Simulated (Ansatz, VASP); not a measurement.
**CsI: VASP beside Ansatz**

```
CELL_PARAMETERS angstrom
4.65627 0.00000 0.00000
0.00000 4.65627 0.00000
0.00000 0.00000 4.65627
ATOMIC_POSITIONS crystal
Cs 0.00000 0.00000 0.00000
I 0.50000 0.50000 0.50000
```

Change from the starting cell: volume scaled by 1.06.

Alike in both runs: task single point; functional LDA; k mesh 7 × 7 × 7; occupations fermi-dirac, width 0.01 eV; no spin polarisation.

|  | VASP | Ansatz |
| --- | --- | --- |
| version | VASP 6.6.1 | Ansatz 0.2.0 |
| potentials or method | VASP PAW LDA potentials, release 64 (Cs_sv, I), cutoff 500 eV | all-electron LAPW, scalar-relativistic |

|  | VASP | Ansatz | Ansatz less VASP |
| --- | --- | --- | --- |
| gap on the k mesh at the Fermi level (eV) | 3.38 | 3.37 | -0.009 |
| pressure (GPa) | -1.8 | -1.8 | -0.03 |

LDA's correlation is that of Perdew and Zunger in VASP and of Perdew and Wang (1992) in Ansatz. Ansatz ran all-electron here, and VASP with PAW potentials.

Spin-orbit coupling is off throughout.
